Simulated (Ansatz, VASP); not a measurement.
Two plane-wave programs on NaH

Contents of INCAR:

```
SYSTEM = NaH
PREC = Accurate
ENCUT = 500
EDIFF = 1E-6
ISMEAR = 0
SIGMA = 0.05
LREAL = .False.
LASPH = .True.
NELM = 120
ALGO = Normal
ISIF = 2
LWAVE = .False.
LCHARG = .False.
GGA = PS
NBANDS = 11
GGA_COMPAT = .False.
```

Contents of KPOINTS:

```
Automatic mesh
0
Gamma
  10 10 10
  0 0 0
```

POSCAR

```
NaH
1.0
    2.9551240000      0.0000000000      0.0000000000
    0.0000000000      2.9551240000      0.0000000000
    0.0000000000      0.0000000000      2.9551240000
Na H
1 1
Direct
   -0.0253796457      0.0000000000      0.0000000000
    0.5000000000      0.5000000000      0.5000000000
```

Input for Ansatz:

```yaml
crystal:
  lattice:
    - [2.955124, 0.0, 0.0]
    - [0.0, 2.955124, 0.0]
    - [0.0, 0.0, 2.955124]
  atoms:
    - { symbol: Na, position: [-0.0253796457, 0.0, 0.0] }
    - { symbol: H, position: [0.5, 0.5, 0.5] }
basis:
  ecutwfc: 420
kpoints:
  mp_grid: { grid: [10, 10, 10] }
hamiltonian:
  xc: pbesol
scf:
  occupations: { method: gaussian, width: 0.05 }
output:
  forces: true
  stress: true
  eigenvalues: true
```

Change from the starting cell: all Na atoms moved +0.075 Å, as atom 1 towards its neighbour atom 1 (Na) at 2.955 Å.

Alike in both runs: task single point; functional PBEsol; k mesh 10 × 10 × 10; occupations gaussian, width 0.05 eV; no spin polarisation.

|  | VASP | Ansatz |
| --- | --- | --- |
| version | VASP 6.6.1 | Ansatz 0.2.0 |
| potentials or method | VASP PAW PBE potentials, release 64 (Na_pv, H), cutoff 500 eV | scalar-relativistic, plane waves, PAW |
| valence electrons in the cell | 8 | 10 |

```tsv
	VASP	Ansatz	Ansatz less VASP
gap on the k mesh at the Fermi level (eV)	0.81	0.81	+0.001
least direct gap on the mesh (eV)	4.31	4.31	+0.004
pressure (GPa)	-0.4	-0.4	+0.07
rms of the force components (eV/Å)	0.019	0.019	-0.0005
```

VASP's potentials were made for PBE, not for PBEsol. Atom by atom the forces differ by 0.001 eV/Å (rms over components). With one functional, cell and mesh, what is left measures potentials, basis and numerics. VASP's potentials hold 8 valence electrons a cell and Ansatz's 10, so a difference there can come from the potentials and not from the codes.
